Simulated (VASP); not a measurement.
A run of VASP 6.6.1 is set up as follows.

File INCAR:

```
SYSTEM = W8C9F3
PREC = Accurate
ENCUT = 520
EDIFF = 1E-7
ISMEAR = -1
SIGMA = 0.15
LREAL = Auto
LASPH = .True.
NELM = 60
ALGO = Normal
ISIF = 2
LWAVE = .False.
LCHARG = .False.
GGA = PS
NBANDS = 100
```

Contents of KPOINTS:

```
Automatic mesh
0
Gamma
  3 3 1
  0 0 0
```

File POSCAR:

```
W8C9F3
1.0
    5.7763200000      0.0000000000      0.0000000000
   -2.8881600000      5.0024400000      0.0000000000
    0.0000000000      0.0000000000     16.2384600000
W C F
8 9 3
Direct
    0.0000000000      0.0000000000      0.0615821944
   -0.0002871960      0.0002818625      0.2362581181
    0.0000000000      0.5000000000      0.0615821944
   -0.0002805225      0.4994226817      0.2362599040
    0.5000000000      0.0000000000      0.0615821944
    0.5005793816      0.0002886591      0.2362594113
    0.5000000000      0.5000000000      0.0615821944
    0.5000052400      0.4999994003      0.2355090323
    0.3333543518      0.1667142434      0.1421092271
    0.3322358143      0.1644321571      0.3041761965
    0.3333603325      0.6666458768      0.1421095966
    0.3322092279      0.6677645309      0.3041774282
    0.8333339990      0.1666662669      0.1433950017
    0.8333424069      0.1666612693      0.3142750606
    0.8332854745      0.6666370811      0.1421084265
    0.8355708829      0.6677981145      0.3041761349
   -0.1666409148      0.1666582708      0.4072945341
   -0.2934402703     -0.0832335820      0.4385341344
    0.0832598720      0.2897456041      0.4385282841
   -0.2897230277      0.2934681875      0.4385345655
```

Potentials or basis: VASP PAW PBE potentials, release 64 (W_sv, C, F).

Launch:

```bash
$ cat potpaw_PBE.64/W_sv/POTCAR potpaw_PBE.64/C/POTCAR potpaw_PBE.64/F/POTCAR > POTCAR
$ mpirun -np 1 vasp_std > vasp.out
```

**Question.** What does it give for the largest force?

**Answer.** 0.441 eV/Å.

**Question.** Estimate the band gap on the k mesh.

**Answer.** Zero (an odd number of electrons rules out a gap without spin polarisation).

Forces in eV/Å, atoms in the order of the input:
```
W   -0.105  0.061 -0.010
W   -0.021  0.012 -0.036
W    0.000 -0.122 -0.010
W    0.000 -0.024 -0.036
W    0.105  0.061 -0.010
W    0.021  0.012 -0.036
W    0.000  0.000 -0.236
W   -0.001  0.000 -0.035
C    0.000  0.000 -0.006
C    0.000  0.007  0.103
C    0.000  0.000 -0.006
C    0.005 -0.003  0.103
C    0.000  0.000  0.010
C    0.000  0.000  0.062
C    0.000  0.000 -0.006
C   -0.006 -0.003  0.103
C    0.000  0.000 -0.441
F   -0.001 -0.389  0.162
F    0.337  0.194  0.162
F   -0.336  0.195  0.162
```

Caveat: the k points lie up to 0.42 Å⁻¹ apart, too coarse for converged energies and pressures of a metal; the PAW data sets were made with another functional, which shifts forces and pressure a little; spin-orbit coupling is left out, which moves the levels of the heavy elements; an odd number of electrons without spin polarisation forces a metal; a magnetic or distorted state may lie lower.
